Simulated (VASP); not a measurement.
# BN (F-43m) in VASP: notebook

BN is run at these levels: PBEsol, LDA; tasks: single point.

Program: VASP 6.6.1. These are calculated values, not measurements. Logs are shortened: lines on timing, memory, paths and dates and some standing lists are left out, and cuts for length are marked.

## Step 1: The cell of the first run

Symmetry: F-43m, No. 216, cubic system. Conventional cell: a = 3.697 Å, b = 3.697 Å, c = 3.697 Å, α = 90.00°, β = 90.00°, γ = 90.00°. N (site symmetry -43m) has 4 B at 1.60 Å within 2.1 Å. B (site symmetry -43m) has 4 N at 1.60 Å within 2.1 Å.

## Step 2: Single point, PBEsol

Contents of INCAR:

```
PREC = Accurate
ENCUT = 520
EDIFF = 1E-7
ISMEAR = -1
SIGMA = 0.05
LREAL = False
LASPH = True
NELM = 60
ALGO = Normal
ISIF = 2
LWAVE = False
LCHARG = False
GGA = PS
NBANDS = 11
```

Contents of KPOINTS:

```
Automatic mesh
0
Gamma
  13 13 13
```

Contents of POSCAR:

```
BN
1.0
    0.0000000000      1.8485590667      1.8485590667
    1.8485590667      0.0000000000      1.8485590667
    1.8485590667      1.8485590667      0.0000000000
N B
1 1
Direct
    0.2500000000      0.2500000000      0.2500000000
    0.0000000000      0.0000000000      0.0000000000
```

Potentials or basis: VASP PAW PBE potentials, release 64 (N, B).

The run is started by

```sh
cat potpaw_PBE.64/N/POTCAR potpaw_PBE.64/B/POTCAR > POTCAR
mpirun -np 1 vasp_std > vasp.out
```

OUTCAR:

```text
PREC = Accurate
   ENCUT = 520
   EDIFF = 1E-7
   ISMEAR = -1
   LREAL = False
   LASPH = True
   NELM = 60
   ISIF = 2
   GGA = PS

 ion  position               nearest neighbor table
   1  0.250  0.250  0.250-   2 1.60   2 1.60   2 1.60   2 1.60
   2  0.000  0.000  0.000-   1 1.60   1 1.60   1 1.60   1 1.60

  LATTYP: Found a face centered cubic cell.
 ALAT       =     3.6971181334

  Lattice vectors:

 A1 = (   0.0000000000,   1.8485590667,   1.8485590667)
 A2 = (   1.8485590667,   0.0000000000,   1.8485590667)
 A3 = (   1.8485590667,   1.8485590667,   0.0000000000)

Analysis of symmetry for initial positions (statically):
=====================================================================
 Subroutine PRICEL returns:
 Original cell was already a primitive cell.

 Routine SETGRP: Setting up the symmetry group for a
 face centered cubic supercell.

 Subroutine GETGRP returns: Found 24 space group operations
 (whereof 24 operations were pure point group operations)
 out of a pool of 48 trial point group operations.

The static configuration has the point symmetry T_d .

Analysis of symmetry for dynamics (positions and initial velocities):
=====================================================================
 Subroutine PRICEL returns:
 Original cell was already a primitive cell.

 Routine SETGRP: Setting up the symmetry group for a
 face centered cubic supercell.

 Subroutine GETGRP returns: Found 24 space group operations
 (whereof 24 operations were pure point group operations)
 out of a pool of 48 trial point group operations.

The dynamic configuration has the point symmetry T_d .

 Subroutine INISYM returns: Found 24 space group operations
 (whereof 24 operations are pure point group operations),
 and found     1 'primitive' translations

----------------------------------------------------------------------------------------

                                     Primitive cell

  volume of cell :      12.6337

  direct lattice vectors                    reciprocal lattice vectors
     0.000000000  1.848559067  1.848559067    -0.270480943  0.270480943  0.270480943
     1.848559067  0.000000000  1.848559067     0.270480943 -0.270480943  0.270480943
     1.848559067  1.848559067  0.000000000     0.270480943  0.270480943 -0.270480943

  length of vectors
     2.614257303  2.614257303  2.614257303     0.468486736  0.468486736  0.468486736

  position of ions in fractional coordinates (direct lattice)
     0.250000000  0.250000000  0.250000000
     0.000000000  0.000000000  0.000000000

  ion indices of the primitive-cell ions
   primitive index   ion index
                 1           1
                 2           2

----------------------------------------------------------------------------------------

 KPOINTS: Automatic mesh

Automatic generation of k-mesh.
 Grid dimensions read from file:
 generate k-points for:   13   13   13

 Generating k-lattice:

  Cartesian coordinates                     Fractional coordinates (reciprocal lattice)
    -0.020806226  0.020806226  0.020806226     0.076923077  0.000000000  0.000000000
     0.020806226 -0.020806226  0.020806226     0.000000000  0.076923077  0.000000000
     0.020806226  0.020806226 -0.020806226     0.000000000  0.000000000  0.076923077

  Length of vectors
     0.036037441  0.036037441  0.036037441

  Shift w.r.t. Gamma in fractional coordinates (k-lattice)
     0.000000000  0.000000000  0.000000000

 Subroutine IBZKPT returns following result:
 ===========================================

 Found     84 irreducible k-points:

 Following reciprocal coordinates:
            Coordinates               Weight
  0.000000  0.000000  0.000000      1.000000
  0.076923  0.000000  0.000000      8.000000
  0.153846  0.000000  0.000000      8.000000
  0.230769  0.000000  0.000000      8.000000
  0.307692  0.000000  0.000000      8.000000
  0.384615  0.000000  0.000000      8.000000
[... 16 lines left out ...]
  0.384615  0.153846  0.000000     24.000000
  0.461538  0.153846  0.000000     24.000000
 [... further k-points ...]
   k-points           NKPTS =     84   k-points in BZ     NKDIM =     84   number of bands    NBANDS=     11
   number of dos      NEDOS =    301   number of ions     NIONS =      2
   total plane-waves  NPLWV =   8000
   dimension x,y,z NGX =    20 NGY =   20 NGZ =   20
   dimension x,y,z NGXF=    40 NGYF=   40 NGZF=   40
   ions per type =               1   1
   NGX,Y,Z   is equivalent  to a cutoff of  12.72, 12.72, 12.72 a.u.
   NGXF,Y,Z  is equivalent  to a cutoff of  25.44, 25.44, 25.44 a.u.
 SYSTEM =  unknown system
   PREC   = accura    normal or accurate (medium, high low for compatibility)
   ISTART =      0    job   : 0-new  1-cont  2-samecut
   ICHARG =      2    charge: 1-file 2-atom 10-const
   ISPIN  =      1    spin polarized calculation?
   LNONCOLLINEAR =      F non collinear calculations
   LSORBIT =      F    spin-orbit coupling
   LASPH  =      T    aspherical Exc in radial PAW
   ENCUT  =  520.0 eV  38.22 Ry    6.18 a.u.   4.86  4.86  4.86*2*pi/ulx,y,z
   NELM   =     60;   NELMIN=  2; NELMDL= -5     # of ELM steps
   EDIFF  = 0.1E-06   stopping-criterion for ELM
   LREAL  =      F    real-space projection
   EDIFFG = 0.1E-05   stopping-criterion for IOM
   NSW    =      0    number of steps for IOM
   IBRION =     -1    ionic relax: 0-MD 1-quasi-New 2-CG
   NFREE  =      0    steps in history (QN), initial steepest desc. (CG)
   ISIF   =      2    stress and relaxation
   ISYM   =      2    0-nonsym 1-usesym 2-fastsym
   POTIM  = 0.5000    time-step for ionic-motion
   TEBEG  =    0.0;   TEEND  =   0.0 temperature during run
   PSTRESS=    0.0 pullay stress
   NELECT =       8.0000    total number of electrons
   NUPDOWN=      -1.0000    fix difference up-down
   EMIN   =  10.00;   EMAX   =-10.00  energy-range for DOS
   EFERMI =   0.00;   METHOD = LEGACY
   ISMEAR =    -1;   SIGMA  =   0.05  broadening in eV -4-tet -1-fermi 0-gaus
   EFERMI_NEDOS =   21; number of points for ismear=-14 and -15
   IALGO  =     38    algorithm
   IMIX   =      4    mixing-type and parameters
     AMIX     =   0.40;   BMIX     =  1.00
     AMIX_MAG =   1.60;   BMIX_MAG =  1.00
  volume/ion in A,a.u.               =       6.32        42.63
  Fermi-wavevector in a.u.,A,eV,Ry     =   1.405815  2.656605 26.889408  1.976316
  Thomas-Fermi vector in A             =   2.528238
   LORBIT       =      0    0 simple, 1 ext, 2 COOP (PROOUT), +10 PAW based schemes
   GGA     = PS    functional components
   LHFCALC =     F    Hartree Fock is set to
   AEXX    =    0.0000 exact exchange contribution
   IVDW    =     0    specifies the selected vdW correction
   LEPSILON=     F    determine dielectric tensor
   LRPA    =     F    only Hartree local field effects (RPA)
 non-spin polarized calculation
  energy-cutoff  :      520.00
  volume of cell :       12.63
 maximum number of plane-waves:       349
   NGX =  9   NGY =  9   NGZ =  9

 number of electron       8.0000002 magnetization

 Free energy of the ion-electron system (eV)
  ---------------------------------------------------
  ext. energy  EPLUGINS =         0.00000000
  ---------------------------------------------------
  free energy    TOTEN  =       -18.27483668 eV

  energy without entropy =      -18.27483668  energy(sigma->0) =      -18.27483668

 E-fermi :   7.4626     XC(G=0): -12.6901

 val. band max:        6.5550686512   @ k =   0.0000   0.0000   0.0000
 cond. band min:      10.8294147037   @ k =   0.4615   0.4615   0.0000
 fundamental gap:      4.2743460525
 Fermi energy:         7.4625883108

 k-point     1 :       0.0000    0.0000    0.0000
  band No.  band energies     occupation
      1     -12.9496      2.00000
      2       6.5551      2.00000
      3       6.5551      2.00000
      4       6.5551      2.00000
      5      15.0019      0.00000
      6      15.0019      0.00000
      7      15.0019      0.00000
      8      15.7579      0.00000
      9      29.8272      0.00000
     10      33.4323      0.00000
     11      33.4323      0.00000

 k-point     2 :       0.0769    0.0000    0.0000
  band No.  band energies     occupation
      1     -12.8125      2.00000
      2       5.7947      2.00000
      3       6.4099      2.00000
      4       6.4099      2.00000
      5      15.0666      0.00000
      6      15.2215      0.00000
      7      15.2215      0.00000
      8      16.3301      0.00000
      9      29.7461      0.00000
     10      31.3983      0.00000
     11      31.3983      0.00000

 k-point     3 :       0.1538    0.0000    0.0000
  band No.  band energies     occupation
      1     -12.4059      2.00000
      2       4.0039      2.00000
      3       6.0457      2.00000
      4       6.0457      2.00000
      5      15.2068      0.00000
      6      15.7534      0.00000
      7      15.7534      0.00000
      8      17.5926      0.00000
      9      29.4304      0.00000
     10      29.9184      0.00000
     11      29.9184      0.00000

 k-point     4 :       0.2308    0.0000    0.0000
  band No.  band energies     occupation
      1     -11.7465      2.00000
      2       1.8479      2.00000
      3       5.6040      2.00000
      4       5.6040      2.00000
      5      15.3872      0.00000
      6      16.3155      0.00000
      7      16.3155      0.00000
      8      18.8899      0.00000
      9      28.9631      0.00000
     10      29.3378      0.00000
     11      29.3378      0.00000
[... 239 lines left out ...]
 k-point    22 :       0.3077    0.1538    0.0000
  band No.  band energies     occupation
      1     -11.0208      2.00000
      2       1.2430      2.00000
      3       4.1623      2.00000
      4       4.5078      2.00000
      5      14.2875      0.00000
      6      17.6811      0.00000
      7      18.3971      0.00000
      8      18.6634      0.00000
      9      25.0282      0.00000
     10      31.5188      0.00000
     11      33.2730      0.00000

 k-point    23 :       0.3846    0.1538    0.0000
  band No.  band energies     occupation
      1     -10.1237      2.00000
      2      -0.6801      2.00000
      3       3.9289      2.00000
      4       3.9664      2.00000
      5      14.6682      0.00000
      6      17.8751      0.00000
      7      18.5942      0.00000
      8      19.3329      0.00000
      9      25.8315      0.00000
     10      31.3409      0.00000
     11      33.4795      0.00000

 k-point    24 :       0.4615    0.1538    0.0000
  band No.  band energies     occupation
      1      -9.2041      2.00000
      2      -2.2887      2.00000
      3       3.4402      2.00000
      4       3.8961      2.00000
      5      14.9804      0.00000
      6      17.8345      0.00000
      7      18.4861      0.00000
      8      20.3815      0.00000
      9      26.4088      0.00000
     10      31.4162      0.00000
     11      33.4256      0.00000

 [... further k-points ...]

------------------------ aborting loop because EDIFF is reached ----------------------------------------

  FORCE on cell =-STRESS in cart. coord.  units (eV):
  Direction    XX          YY          ZZ          XY          YZ          ZX
  --------------------------------------------------------------------------------------
  -------------------------------------------------------------------------------------
  Total       -1.9614987     -1.9614987     -1.9614987      0.0000000      0.0000000      0.0000000
  in kB     -248.7531692   -248.7531692   -248.7531692      0.0000000      0.0000000      0.0000000
  external PRESSURE =    -248.7531692 kB  Pullay stress =       0.0000000 kB

 VOLUME and BASIS-vectors are now :
 -----------------------------------------------------------------------------
  energy-cutoff  :      520.00
  volume of cell :       12.63
      direct lattice vectors                 reciprocal lattice vectors
     0.000000000  1.848559067  1.848559067    -0.270480943  0.270480943  0.270480943
     1.848559067  0.000000000  1.848559067     0.270480943 -0.270480943  0.270480943
     1.848559067  1.848559067  0.000000000     0.270480943  0.270480943 -0.270480943

 POSITION                                       TOTAL-FORCE (eV/Angst)
 -----------------------------------------------------------------------------------
      0.92428      0.92428      0.92428        -0.000000     -0.000000      0.000000
      0.00000      0.00000      0.00000         0.000000      0.000000     -0.000000
 -----------------------------------------------------------------------------------
    total drift:                               -0.000000     -0.000000      0.000000

  FREE ENERGIE OF THE ION-ELECTRON SYSTEM (eV)
  ---------------------------------------------------
  free  energy   TOTEN  =       -18.2748366816 eV

  energy  without entropy=      -18.2748366816  energy(sigma->0) =      -18.27483668
```

Wall time 8.8 s (1 thread of AMD EPYC 7R13 (Zen 3), shared host); peak memory 0.09 GiB.

What came out:

* Free energy: -18.2748 eV
* Pressure: -24.9 GPa
* Band gap on the k mesh: 4.27 eV, indirect (least direct gap 8.45 eV)

Caveat: the PAW data sets were made with another functional, which shifts forces and pressure a little. PBEsol gaps usually lie below the measured ones, often by a third to a half.

## Step 3: Single point, LDA

This run uses another cell than the first one, of 5.74 Å³/atom, 0.909 times its volume.

Contents of INCAR:

```
SYSTEM = BN
PREC = Accurate
ENCUT = 520
EDIFF = 1E-7
ISMEAR = -1
SIGMA = 0.05
LREAL = .FALSE.
LASPH = .TRUE.
NELM = 60
ALGO = Normal
ISIF = 2
LWAVE = .FALSE.
LCHARG = .FALSE.
GGA = CA
NBANDS = 11
```

Contents of KPOINTS:

```
Automatic mesh
0
G
  13 13 13
  0 0 0
```

Contents of POSCAR:

```
BN
1.0
    0.0000000000      1.7904937836      1.7904937836
    1.7904937836      0.0000000000      1.7904937836
    1.7904937836      1.7904937836      0.0000000000
N B
1 1
Direct
    0.2500000000      0.2500000000      0.2500000000
    0.0000000000      0.0000000000      0.0000000000
```

Potentials or basis: VASP PAW LDA potentials, release 64 (N, B).

The run is started by

```sh
cat potpaw_LDA.64/N/POTCAR potpaw_LDA.64/B/POTCAR > POTCAR
mpirun -np 1 vasp_std > vasp.out
```

It took 5.4 s on 1 thread of Intel Xeon 6975P-C (Granite Rapids), shared host; peak memory 0.11 GiB.

The run converged. Its results:

```
Free energy            : -19.4138 eV
Pressure               : 0.8 GPa
Band gap on the k mesh : 4.45 eV, indirect (least direct gap 8.82 eV)
```

Levels at points of the mesh, in eV from the valence-band top:
```
           k point  band 1  band 2  band 3  band 4  band 5  band 6  band 7  band 8  band 9
(0.00, 0.00, 0.00)  -20.39    0.00    0.00    0.00    8.82    8.82    8.82   10.90   25.03
```

A k mesh can miss the band edges.
